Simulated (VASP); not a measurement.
# NbP (I4_1md) in VASP: a series of runs, part 2 of 2

VASP 6.6.1. Earlier steps stand in the parts before.

### Step 3. Single point, PBEsol (17.11 Å³/atom)

This run uses another cell than the first one, of 17.11 Å³/atom.

Input file INCAR:

```
SYSTEM = NbP
ALGO = Normal
EDIFF = 1E-7
ENCUT = 520
GGA = PS
ISIF = 2
ISMEAR = 0
LASPH = .TRUE.
LCHARG = .FALSE.
LREAL = .FALSE.
LWAVE = .FALSE.
NBANDS = 26
NELM = 100
PREC = Accurate
SIGMA = 0.1
```

Input file KPOINTS:

```
k-points
0
G
  18 18 18
  0 0 0
```

Input file POSCAR:

```
NbP
1.0
   -1.7046095033      1.7046095033      5.8898377438
    1.7046095033     -1.7046095033      5.8898377438
    1.7046095033      1.7046095033     -5.8898377438
Nb P
2 2
Direct
    0.7496993419      0.7496993419      0.0000000000
    0.4996993419      0.9996993419      0.5000000000
    0.3329292331      0.3329292331      0.0000000000
    0.0829292331      0.5829292331      0.5000000000
```

Potentials or basis: VASP PAW PBE potentials, release 64 (Nb_sv, P).

Started as:

```sh
> cat potpaw_PBE.64/Nb_sv/POTCAR potpaw_PBE.64/P/POTCAR > POTCAR
> mpirun -np 1 vasp_std > vasp.out
```

OUTCAR:

```text
SYSTEM = NbP
   EDIFF = 1E-7
   ENCUT = 520
   GGA = PS
   ISIF = 2
   ISMEAR = 0
   LASPH = .TRUE.
   LREAL = .FALSE.
   NELM = 100
   PREC = Accurate

 ion  position               nearest neighbor table
   1  0.750  0.750  0.000-   4 2.60   4 2.60   3 2.60   3 2.60   3 2.60   3 2.60
   2  0.500  1.000  0.500-   3 2.60   3 2.60   4 2.60   4 2.60   4 2.60   4 2.60
   3  0.333  0.333  0.000-   2 2.60   2 2.60   1 2.60   1 2.60   1 2.60   1 2.60
   4  0.083  0.583  0.500-   1 2.60   1 2.60   2 2.60   2 2.60   2 2.60   2 2.60

  LATTYP: Found a body centered tetragonal cell.
 ALAT       =     3.4092190066
 C/A-ratio  =     3.4552416447

  Lattice vectors:

 A1 = (  -1.7046095033,   1.7046095033,   5.8898377438)
 A2 = (   1.7046095033,  -1.7046095033,   5.8898377438)
 A3 = (   1.7046095033,   1.7046095033,  -5.8898377438)

Analysis of symmetry for initial positions (statically):
=====================================================================
 Subroutine PRICEL returns:
 Original cell was already a primitive cell.

 Routine SETGRP: Setting up the symmetry group for a
 body centered tetragonal supercell.

 Subroutine GETGRP returns: Found  8 space group operations
 (whereof  4 operations were pure point group operations)
 out of a pool of 16 trial point group operations.

The static configuration has the point symmetry C_2v.
 The point group associated with its full space group is C_4v.

Analysis of symmetry for dynamics (positions and initial velocities):
=====================================================================
 Subroutine PRICEL returns:
 Original cell was already a primitive cell.

 Routine SETGRP: Setting up the symmetry group for a
 body centered tetragonal supercell.

 Subroutine GETGRP returns: Found  8 space group operations
 (whereof  4 operations were pure point group operations)
 out of a pool of 16 trial point group operations.

The dynamic configuration has the point symmetry C_2v.
 The point group associated with its full space group is C_4v.

 Subroutine INISYM returns: Found  8 space group operations
 (whereof  4 operations are pure point group operations),
 and found     1 'primitive' translations

----------------------------------------------------------------------------------------

                                     Primitive cell

  volume of cell :      68.4563

  direct lattice vectors                    reciprocal lattice vectors
    -1.704609503  1.704609503  5.889837744     0.000000000  0.293322312  0.084891982
     1.704609503 -1.704609503  5.889837744     0.293322312  0.000000000  0.084891982
     1.704609503  1.704609503 -5.889837744     0.293322312  0.293322312  0.000000000

  length of vectors
     6.364084833  6.364084833  6.364084833     0.305359832  0.305359832  0.414820391

  position of ions in fractional coordinates (direct lattice)
     0.749699342  0.749699342  0.000000000
     0.499699342  0.999699342  0.500000000
     0.332929233  0.332929233  0.000000000
     0.082929233  0.582929233  0.500000000

  ion indices of the primitive-cell ions
[... 23 lines left out ...]

  Shift w.r.t. Gamma in fractional coordinates (k-lattice)
     0.000000000  0.000000000  0.000000000

 Subroutine IBZKPT returns following result:
 ===========================================

 Found    480 irreducible k-points:

 Following reciprocal coordinates:
            Coordinates               Weight
  0.000000  0.000000  0.000000      1.000000
  0.055556  0.000000  0.000000      8.000000
  0.111111  0.000000  0.000000      8.000000
  0.166667 -0.000000  0.000000      8.000000
  0.222222  0.000000 -0.000000      8.000000
  0.277778  0.000000  0.000000      8.000000
[... 16 lines left out ...]
 -0.277778  0.055556  0.000000     16.000000
 -0.222222  0.055556  0.000000     16.000000
 [... further k-points ...]
   k-points           NKPTS =    480   k-points in BZ     NKDIM =    480   number of bands    NBANDS=     26
   number of dos      NEDOS =    301   number of ions     NIONS =      4
   total plane-waves  NPLWV = 110592
   dimension x,y,z NGX =    48 NGY =   48 NGZ =   48
   dimension x,y,z NGXF=    96 NGYF=   96 NGZF=   96
   ions per type =               2   2
   NGX,Y,Z   is equivalent  to a cutoff of  12.54, 12.54, 12.54 a.u.
   NGXF,Y,Z  is equivalent  to a cutoff of  25.08, 25.08, 25.08 a.u.
 SYSTEM =  NbP
   PREC   = accura    normal or accurate (medium, high low for compatibility)
   ISTART =      0    job   : 0-new  1-cont  2-samecut
   ICHARG =      2    charge: 1-file 2-atom 10-const
   ISPIN  =      1    spin polarized calculation?
   LNONCOLLINEAR =      F non collinear calculations
   LSORBIT =      F    spin-orbit coupling
   LASPH  =      T    aspherical Exc in radial PAW
   ENCUT  =  520.0 eV  38.22 Ry    6.18 a.u.  11.83 11.83 11.83*2*pi/ulx,y,z
   NELM   =    100;   NELMIN=  2; NELMDL= -5     # of ELM steps
   EDIFF  = 0.1E-06   stopping-criterion for ELM
   LREAL  =      F    real-space projection
   EDIFFG = 0.1E-05   stopping-criterion for IOM
   NSW    =      0    number of steps for IOM
   IBRION =     -1    ionic relax: 0-MD 1-quasi-New 2-CG
   NFREE  =      0    steps in history (QN), initial steepest desc. (CG)
   ISIF   =      2    stress and relaxation
   ISYM   =      2    0-nonsym 1-usesym 2-fastsym
   POTIM  = 0.5000    time-step for ionic-motion
   TEBEG  =    0.0;   TEEND  =   0.0 temperature during run
   PSTRESS=    0.0 pullay stress
   NELECT =      36.0000    total number of electrons
   NUPDOWN=      -1.0000    fix difference up-down
   EMIN   =  10.00;   EMAX   =-10.00  energy-range for DOS
   EFERMI =   0.00;   METHOD = LEGACY
   ISMEAR =     0;   SIGMA  =   0.10  broadening in eV -4-tet -1-fermi 0-gaus
   EFERMI_NEDOS =   21; number of points for ismear=-14 and -15
   IALGO  =     38    algorithm
   IMIX   =      4    mixing-type and parameters
     AMIX     =   0.40;   BMIX     =  1.00
     AMIX_MAG =   1.60;   BMIX_MAG =  1.00
  volume/ion in A,a.u.               =      17.11       115.49
  Fermi-wavevector in a.u.,A,eV,Ry     =   1.321411  2.497105 23.757504  1.746127
  Thomas-Fermi vector in A             =   2.451167
   LORBIT       =      0    0 simple, 1 ext, 2 COOP (PROOUT), +10 PAW based schemes
   GGA     = PS    functional components
   LHFCALC =     F    Hartree Fock is set to
   AEXX    =    0.0000 exact exchange contribution
   IVDW    =     0    specifies the selected vdW correction
   LEPSILON=     F    determine dielectric tensor
   LRPA    =     F    only Hartree local field effects (RPA)
 non-spin polarized calculation
 Gauss-broadening in eV      SIGMA  =   0.10
  energy-cutoff  :      520.00
  volume of cell :       68.46
 maximum number of plane-waves:      1864
   NGX = 23   NGY = 23   NGZ = 23

 number of electron      36.0000001 magnetization

 Free energy of the ion-electron system (eV)
  ---------------------------------------------------
  ext. energy  EPLUGINS =         0.00000000
  ---------------------------------------------------
  free energy    TOTEN  =       -37.50615266 eV

  energy without entropy =      -37.50417929  energy(sigma->0) =      -37.50516598

 E-fermi :   9.6710     XC(G=0): -11.8055

 val. band max:        9.6587602177   @ k =  -0.2222   0.2778   0.2222
 cond. band min:       9.6793402335   @ k =  -0.1667   0.3333   0.1667
 fundamental gap:      0.0205800158
 Fermi energy:         9.6710204329

 k-point     1 :       0.0000    0.0000    0.0000
  band No.  band energies     occupation
      1     -45.3396      2.00000
      2     -45.3130      2.00000
      3     -21.5523      2.00000
      4     -21.4108      2.00000
      5     -21.4108      2.00000
      6     -21.2816      2.00000
[... 685 lines left out ...]
     25      14.0134      0.00000
     26      14.7891      0.00000

 [... further k-points ...]

------------------------ aborting loop because EDIFF is reached ----------------------------------------

  FORCE on cell =-STRESS in cart. coord.  units (eV):
  Direction    XX          YY          ZZ          XY          YZ          ZX
  --------------------------------------------------------------------------------------
  -------------------------------------------------------------------------------------
  Total       -6.7667767     -6.7667767     -6.7512825      0.0000000      0.0000000      0.0000000
  in kB     -158.3723253   -158.3723253   -158.0096926      0.0000000      0.0000000      0.0000000
  external PRESSURE =    -158.2514477 kB  Pullay stress =       0.0000000 kB

 VOLUME and BASIS-vectors are now :
 -----------------------------------------------------------------------------
  energy-cutoff  :      520.00
  volume of cell :       68.46
      direct lattice vectors                 reciprocal lattice vectors
    -1.704609503  1.704609503  5.889837744     0.000000000  0.293322312  0.084891982
     1.704609503 -1.704609503  5.889837744     0.293322312  0.000000000  0.084891982
     1.704609503  1.704609503 -5.889837744     0.293322312  0.293322312  0.000000000

 POSITION                                       TOTAL-FORCE (eV/Angst)
 -----------------------------------------------------------------------------------
      0.00000      0.00000      8.83121        -0.000000     -0.000000      0.006019
      1.70461      0.00000      5.88630         0.000000      0.000000      0.006019
      0.00000      0.00000      3.92180         0.000000     -0.000000     -0.006019
      1.70461      0.00000      0.97688        -0.000000      0.000000     -0.006019
 -----------------------------------------------------------------------------------
    total drift:                               -0.000000     -0.000000      0.000326

  FREE ENERGIE OF THE ION-ELECTRON SYSTEM (eV)
  ---------------------------------------------------
  free  energy   TOTEN  =       -37.5061526640 eV

  energy  without entropy=      -37.5041792863  energy(sigma->0) =      -37.50516598
```

Run time: 25 min. Hardware: 1 thread of AMD EPYC 9R45 (Zen 5), shared host; peak memory 0.82 GiB.

Results:

- Free energy: -37.5062 eV
- Pressure: -15.8 GPa
- Largest force: 0.006 eV/Å
- Band gap on the k mesh: zero (bands 18 and 19 overlap by 0.13 eV)

Forces in eV/Å, atoms in the order of the input:
```
Nb   0.000  0.000  0.006
Nb   0.000  0.000  0.006
P    0.000  0.000 -0.006
P    0.000  0.000 -0.006
```

Levels at points of the mesh, in eV from the Fermi level:
```tsv
k point	band 15	band 16	band 17	band 18	band 19	band 20	band 21	band 22
(0.00, 0.00, 0.00)	-2.00	-1.64	-1.31	-1.31	0.80	1.47	2.41	2.92
(0.50, 0.00, 0.00)	-2.17	-1.85	-1.41	-0.19	0.09	1.21	2.20	2.42
(0.50, 0.50, 0.00)	-2.79	-2.79	-0.43	-0.43	2.71	2.71	2.79	2.79
(0.50, 0.50, 0.50)	-2.46	-2.46	-0.55	-0.55	1.12	1.12	2.08	2.08
```

Caveat: the cell stands under tension; the PAW data sets were made with another functional, which shifts forces and pressure a little.

The gap in the log of VASP goes by the Fermi energy; the results here count the filled bands.